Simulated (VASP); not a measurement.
Set up this calculation in VASP 6.6.1, as the native input.

- Task: single point
- Functional: r2SCAN
- Potentials or basis: VASP PAW PBE potentials, release 64 (Mg, Rh_pv)
- Cutoff: 520 eV
- k mesh: 7 × 7 × 7
- Occupations: methfessel-paxton, width 0.15 eV
- Spin: no spin polarisation
- Dipole correction: no
- Further INCAR settings: ALGO = Normal; EDIFF = 1e-06; NBANDS = 16

MgRh:

```
Mg Rh
1.0
     3.07316    0.00000    0.00000
     0.00000    3.07316    0.00000
     0.00000    0.00000    3.07316
Mg Rh
1 1
Cartesian
  0.0000 0.0000 0.0000
  1.5366 1.5366 1.5366
```

The input as run:

POSCAR

```
MgRh
1.0
    3.0731550712      0.0000000000      0.0000000000
    0.0000000000      3.0731550712      0.0000000000
    0.0000000000      0.0000000000      3.0731550712
Mg Rh
1 1
Direct
    0.0000000000      0.0000000000      0.0000000000
    0.5000000000      0.5000000000      0.5000000000
```

INCAR.step1

```
SYSTEM = MgRh
PREC = Accurate
ENCUT = 520
ISMEAR = 1
SIGMA = 0.15
LREAL = .False.
LASPH = .True.
NELM = 80
NBANDS = 16
GGA = PE
ALGO = Normal
EDIFF = 1E-4
LWAVE = .True.
LCHARG = .False.
```

INCAR.step2

```
SYSTEM = MgRh
PREC = Accurate
ENCUT = 520
EDIFF = 1E-6
ISMEAR = 1
SIGMA = 0.15
LREAL = .False.
LASPH = .True.
NELM = 80
ALGO = Normal
ISIF = 2
LWAVE = .False.
LCHARG = .False.
METAGGA = R2SCAN
LMIXTAU = .True.
NBANDS = 16
ISTART = 1
```

KPOINTS

```
Automatic mesh
0
Gamma
  7 7 7
  0 0 0
```

Potentials or basis: VASP PAW PBE potentials, release 64 (Mg, Rh_pv).

Run with:

```sh
$ cat potpaw_PBE.64/Mg/POTCAR potpaw_PBE.64/Rh_pv/POTCAR > POTCAR
$ cp INCAR.step1 INCAR
$ mpirun -np 1 vasp_std > vasp.out
$ cp INCAR.step2 INCAR
$ mpirun -np 1 vasp_std > vasp.out
```

It gave:

```
Pressure : 2.2 GPa
```

Caveat: the PAW data sets were made with another functional, which shifts forces and pressure a little.

It took 18 s on 1 thread of Intel(R) Xeon(R) Platinum 8488C (Sapphire Rapids), with other jobs on the host, peak memory 0.14 GiB.
